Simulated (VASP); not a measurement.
# CdSe (zincblende type) (F-43m) in VASP: density of states with PBEsol

Aim: the density of states of CdSe (zincblende type) with PBEsol.

Program: VASP 6.6.1. These are calculated values, not measurements. Logs are shortened: lines on timing, memory, paths and dates and some standing lists are left out, and cuts for length are marked.

### 1 The cell of the first run

The structure is cubic, space group F-43m (No. 216). Conventional cell: a = 5.958 Å, b = 5.958 Å, c = 5.958 Å, α = 90.00°, β = 90.00°, γ = 90.00°. Within 3.4 Å of Cd (site symmetry -43m) lie 4 Se at 2.58 Å. Se (site symmetry -43m) has 4 Cd at 2.58 Å within 3.4 Å.

### 2 Density of states, PBEsol (volume scaled by 0.94)

The input, POSCAR:

```
CdSe
1.0
    0.0000000000      2.9788817218      2.9788817218
    2.9788817218      0.0000000000      2.9788817218
    2.9788817218      2.9788817218      0.0000000000
Cd Se
1 1
Direct
    0.0000000000      0.0000000000      0.0000000000
    0.2500000000      0.2500000000      0.2500000000
```

The input, INCAR.step1:

```
PREC     = Accurate       # precision mode
ENCUT    = 520            # plane-wave cutoff, eV
EDIFF    = 1E-6           # SCF threshold, eV
ISMEAR   = -1             # smearing method
SIGMA    = 0.08           # smearing width, eV
LREAL    = False          # projectors in reciprocal space
LASPH    = True           # aspherical terms in the spheres
NELM     = 60             # most SCF steps
ALGO     = Normal         # electronic algorithm
ISIF     = 2              # what is computed and relaxed
LWAVE    = False          # write WAVECAR
LCHARG   = True           # write CHGCAR
GGA      = PS             # functional
NBANDS   = 16             # bands
```

The input, KPOINTS.step1:

```
regular mesh
0
Gamma
  11 11 11
```

The input, INCAR.step2:

```
PREC     = Accurate       # precision mode
ENCUT    = 520            # plane-wave cutoff, eV
EDIFF    = 1E-6           # SCF threshold, eV
ISMEAR   = -5             # smearing method
SIGMA    = 0.08           # smearing width, eV
LREAL    = False          # projectors in reciprocal space
LASPH    = True           # aspherical terms in the spheres
NELM     = 60             # most SCF steps
ALGO     = Normal         # electronic algorithm
ISIF     = 2              # what is computed and relaxed
LWAVE    = False          # write WAVECAR
LCHARG   = False          # write CHGCAR
GGA      = PS             # functional
LORBIT   = 11             # projections on sites
NBANDS   = 16             # bands
NEDOS    = 2001           # points of the DOS
ICHARG   = 11             # starting density
```

The input, KPOINTS.step2:

```
regular mesh
0
Gamma
  17 17 17
```

Potentials or basis: VASP PAW PBE potentials, release 64 (Cd, Se).

The run is started by

```console
cat potpaw_PBE.64/Cd/POTCAR potpaw_PBE.64/Se/POTCAR > POTCAR
cp INCAR.step1 INCAR
cp KPOINTS.step1 KPOINTS
mpirun -np 1 vasp_std > vasp.out
cp INCAR.step2 INCAR
cp KPOINTS.step2 KPOINTS
mpirun -np 1 vasp_std > vasp.out
```

OUTCAR:

```text
PREC = Accurate
   ENCUT = 520
   EDIFF = 1E-6
   ISMEAR = -5
   LREAL = False
   LASPH = True
   NELM = 60
   ISIF = 2
   GGA = PS
   LORBIT = 11
   ICHARG = 11

 ion  position               nearest neighbor table
   1  0.000  0.000  0.000-   2 2.58   2 2.58   2 2.58   2 2.58
   2  0.250  0.250  0.250-   1 2.58   1 2.58   1 2.58   1 2.58

  LATTYP: Found a face centered cubic cell.
 ALAT       =     5.9577634436

  Lattice vectors:

 A1 = (   0.0000000000,   2.9788817218,   2.9788817218)
 A2 = (   2.9788817218,   0.0000000000,   2.9788817218)
 A3 = (   2.9788817218,   2.9788817218,   0.0000000000)

Analysis of symmetry for initial positions (statically):
=====================================================================
 Subroutine PRICEL returns:
 Original cell was already a primitive cell.

 Routine SETGRP: Setting up the symmetry group for a
 face centered cubic supercell.

 Subroutine GETGRP returns: Found 24 space group operations
 (whereof 24 operations were pure point group operations)
 out of a pool of 48 trial point group operations.

The static configuration has the point symmetry T_d .

Analysis of symmetry for dynamics (positions and initial velocities):
=====================================================================
 Subroutine PRICEL returns:
 Original cell was already a primitive cell.

 Routine SETGRP: Setting up the symmetry group for a
 face centered cubic supercell.

 Subroutine GETGRP returns: Found 24 space group operations
 (whereof 24 operations were pure point group operations)
 out of a pool of 48 trial point group operations.

The dynamic configuration has the point symmetry T_d .

 Subroutine INISYM returns: Found 24 space group operations
 (whereof 24 operations are pure point group operations),
 and found     1 'primitive' translations

----------------------------------------------------------------------------------------

                                     Primitive cell

  volume of cell :      52.8676

  direct lattice vectors                    reciprocal lattice vectors
     0.000000000  2.978881722  2.978881722    -0.167848222  0.167848222  0.167848222
     2.978881722  0.000000000  2.978881722     0.167848222 -0.167848222  0.167848222
     2.978881722  2.978881722  0.000000000     0.167848222  0.167848222 -0.167848222

  length of vectors
     4.212774932  4.212774932  4.212774932     0.290721648  0.290721648  0.290721648

  position of ions in fractional coordinates (direct lattice)
     0.000000000  0.000000000  0.000000000
     0.250000000  0.250000000  0.250000000

  ion indices of the primitive-cell ions
   primitive index   ion index
                 1           1
                 2           2

----------------------------------------------------------------------------------------

 KPOINTS: regular mesh

Automatic generation of k-mesh.
 Grid dimensions read from file:
 generate k-points for:   17   17   17

 Generating k-lattice:

  Cartesian coordinates                     Fractional coordinates (reciprocal lattice)
    -0.009873425  0.009873425  0.009873425     0.058823529  0.000000000  0.000000000
     0.009873425 -0.009873425  0.009873425     0.000000000  0.058823529  0.000000000
     0.009873425  0.009873425 -0.009873425     0.000000000  0.000000000  0.058823529

  Length of vectors
     0.017101273  0.017101273  0.017101273

  Shift w.r.t. Gamma in fractional coordinates (k-lattice)
     0.000000000  0.000000000  0.000000000

 TETIRR: Found    693 inequivalent tetrahedra from    29478

 Subroutine IBZKPT returns following result:
 ===========================================

 Found    165 irreducible k-points:

 Following reciprocal coordinates:
            Coordinates               Weight
  0.000000  0.000000  0.000000      1.000000
  0.058824  0.000000  0.000000      8.000000
  0.117647  0.000000  0.000000      8.000000
  0.176471  0.000000  0.000000      8.000000
  0.235294  0.000000  0.000000      8.000000
  0.294118  0.000000  0.000000      8.000000
[... 16 lines left out ...]
 -0.176471  0.058824  0.000000     24.000000
 -0.117647  0.058824  0.000000     24.000000
 [... further k-points ...]
   k-points           NKPTS =    165   k-points in BZ     NKDIM =    165   number of bands    NBANDS=     16
   number of dos      NEDOS =   2001   number of ions     NIONS =      2
   total plane-waves  NPLWV =  32768
   dimension x,y,z NGX =    32 NGY =   32 NGZ =   32
   dimension x,y,z NGXF=    64 NGYF=   64 NGZF=   64
   ions per type =               1   1
   NGX,Y,Z   is equivalent  to a cutoff of  12.63, 12.63, 12.63 a.u.
   NGXF,Y,Z  is equivalent  to a cutoff of  25.26, 25.26, 25.26 a.u.
 SYSTEM =  unknown system
   PREC   = accura    normal or accurate (medium, high low for compatibility)
   ISTART =      0    job   : 0-new  1-cont  2-samecut
   ICHARG =     11    charge: 1-file 2-atom 10-const
   ISPIN  =      1    spin polarized calculation?
   LNONCOLLINEAR =      F non collinear calculations
   LSORBIT =      F    spin-orbit coupling
   LASPH  =      T    aspherical Exc in radial PAW
   ENCUT  =  520.0 eV  38.22 Ry    6.18 a.u.   7.83  7.83  7.83*2*pi/ulx,y,z
   NELM   =     60;   NELMIN=  2; NELMDL=  0     # of ELM steps
   EDIFF  = 0.1E-05   stopping-criterion for ELM
   LREAL  =      F    real-space projection
   EDIFFG = 0.1E-04   stopping-criterion for IOM
   NSW    =      0    number of steps for IOM
   IBRION =     -1    ionic relax: 0-MD 1-quasi-New 2-CG
   NFREE  =      0    steps in history (QN), initial steepest desc. (CG)
   ISIF   =      2    stress and relaxation
   ISYM   =      2    0-nonsym 1-usesym 2-fastsym
   POTIM  = 0.5000    time-step for ionic-motion
   TEBEG  =    0.0;   TEEND  =   0.0 temperature during run
   PSTRESS=    0.0 pullay stress
   NELECT =      18.0000    total number of electrons
   NUPDOWN=      -1.0000    fix difference up-down
   EMIN   =  10.00;   EMAX   =-10.00  energy-range for DOS
   EFERMI =   0.00;   METHOD = LEGACY
   ISMEAR =    -5;   SIGMA  =   0.08  broadening in eV -4-tet -1-fermi 0-gaus
   EFERMI_NEDOS =   21; number of points for ismear=-14 and -15
   IALGO  =     38    algorithm
   IMIX   =      4    mixing-type and parameters
     AMIX     =   0.40;   BMIX     =  1.00
     AMIX_MAG =   1.60;   BMIX_MAG =  1.00
  volume/ion in A,a.u.               =      26.43       178.38
  Fermi-wavevector in a.u.,A,eV,Ry     =   1.143148  2.160236 17.779917  1.306787
  Thomas-Fermi vector in A             =   2.279844
   LORBIT       =     11    0 simple, 1 ext, 2 COOP (PROOUT), +10 PAW based schemes
   GGA     = PS    functional components
   LHFCALC =     F    Hartree Fock is set to
   AEXX    =    0.0000 exact exchange contribution
   IVDW    =     0    specifies the selected vdW correction
   LEPSILON=     F    determine dielectric tensor
   LRPA    =     F    only Hartree local field effects (RPA)
 non-spin polarized calculation
 Fermi weights with tetrahedron method with Bloechl corrections
  energy-cutoff  :      520.00
  volume of cell :       52.87
 maximum number of plane-waves:      1436

 number of electron      17.9999996 magnetization

 Free energy of the ion-electron system (eV)
  ---------------------------------------------------
  ext. energy  EPLUGINS =         0.00000000
  ---------------------------------------------------
  free energy    TOTEN  =        -6.13306157 eV

  energy without entropy =       -6.13306157  energy(sigma->0) =       -6.13306157

 E-fermi :   1.3373     XC(G=0):  -9.3862

 val. band max:        1.3279223609   @ k =   0.0000   0.0000   0.0000
 cond. band min:       1.9332912885   @ k =   0.0000   0.0000   0.0000
 fundamental gap:      0.6053689276
 Fermi energy:         1.3373336774

 k-point     1 :       0.0000    0.0000    0.0000
  band No.  band energies     occupation
      1     -11.6705      2.00000
      2      -6.8249      2.00000
      3      -6.8249      2.00000
      4      -6.8249      2.00000
      5      -6.3686      2.00000
      6      -6.3686      2.00000
[... 8 lines left out ...]
     15      12.5356      0.00000
     16      12.5356      0.00000

 k-point     2 :       0.0588    0.0000    0.0000
  band No.  band energies     occupation
      1     -11.6561      2.00000
      2      -6.8201      2.00000
      3      -6.8201      2.00000
      4      -6.8145      2.00000
      5      -6.3690      2.00000
      6      -6.3690      2.00000
[... 8 lines left out ...]
     15      12.1757      0.00000
     16      12.1757      0.00000

 k-point     3 :       0.1176    0.0000    0.0000
  band No.  band energies     occupation
      1     -11.6144      2.00000
      2      -6.8065      2.00000
      3      -6.8065      2.00000
      4      -6.7814      2.00000
      5      -6.3699      2.00000
      6      -6.3699      2.00000
[... 8 lines left out ...]
     15      11.7125      0.00000
     16      11.8410      0.00000

 k-point     4 :       0.1765    0.0000    0.0000
  band No.  band energies     occupation
      1     -11.5509      2.00000
      2      -6.7868      2.00000
      3      -6.7868      2.00000
      4      -6.7208      2.00000
      5      -6.3700      2.00000
      6      -6.3700      2.00000
[... 8 lines left out ...]
     15      11.4190      0.00000
     16      11.7731      0.00000
[... 324 lines left out ...]
 k-point    22 :      -0.2353    0.0588    0.0000
  band No.  band energies     occupation
      1     -11.4370      2.00000
      2      -6.7578      2.00000
      3      -6.7468      2.00000
      4      -6.5813      2.00000
      5      -6.3762      2.00000
      6      -6.3549      2.00000
[... 8 lines left out ...]
     15      11.4364      0.00000
     16      12.0967      0.00000

 k-point    23 :      -0.1765    0.0588    0.0000
  band No.  band energies     occupation
      1     -11.5154      2.00000
      2      -6.7802      2.00000
      3      -6.7680      2.00000
      4      -6.6867      2.00000
      5      -6.3779      2.00000
      6      -6.3610      2.00000
[... 8 lines left out ...]
     15      11.4545      0.00000
     16      12.2264      0.00000

 k-point    24 :      -0.1176    0.0588    0.0000
  band No.  band energies     occupation
      1     -11.5836      2.00000
      2      -6.8004      2.00000
      3      -6.7894      2.00000
      4      -6.7579      2.00000
      5      -6.3761      2.00000
      6      -6.3643      2.00000
[... 8 lines left out ...]
     15      11.6136      0.00000
     16      12.2681      0.00000

 [... further k-points ...]
[... 5 lines left out ...]
  --------------------------------------------------------------------------------------
  -------------------------------------------------------------------------------------
  Total        1.3691731      1.3691731      1.3691731     -0.0000000      0.0000000     -0.0000000
  in kB       41.4934130     41.4934130     41.4934130     -0.0000000      0.0000000     -0.0000000
  external PRESSURE =      41.4934130 kB  Pullay stress =       0.0000000 kB

 VOLUME and BASIS-vectors are now :
 -----------------------------------------------------------------------------
  energy-cutoff  :      520.00
  volume of cell :       52.87
      direct lattice vectors                 reciprocal lattice vectors
     0.000000000  2.978881722  2.978881722    -0.167848222  0.167848222  0.167848222
     2.978881722  0.000000000  2.978881722     0.167848222 -0.167848222  0.167848222
     2.978881722  2.978881722  0.000000000     0.167848222  0.167848222 -0.167848222

 POSITION                                       TOTAL-FORCE (eV/Angst)
 -----------------------------------------------------------------------------------
      0.00000      0.00000      0.00000         0.000000     -0.000000     -0.000000
      1.48944      1.48944      1.48944        -0.000000      0.000000      0.000000
 -----------------------------------------------------------------------------------
    total drift:                               -0.000000     -0.000000     -0.000000

  FREE ENERGIE OF THE ION-ELECTRON SYSTEM (eV)
  ---------------------------------------------------
  free  energy   TOTEN  =        -6.1330615718 eV

  energy  without entropy=       -6.1330615718  energy(sigma->0) =       -6.13306157

 total charge

# of ion       s       p       d       tot
------------------------------------------
    1        0.461   0.356   9.551  10.368
    2        1.444   2.410   0.028   3.881
--------------------------------------------------
tot          1.905   2.766   9.579  14.249
```

Run time: 2.2 min. Hardware: 1 thread of Intel Xeon 8259CL, shared host; peak memory 0.28 GiB.

What came out:

* Valence electrons inside the program's atomic spheres: Cd 10.37; Se 3.88

Caveat: the PAW data sets were made with another functional, which shifts forces and pressure a little.
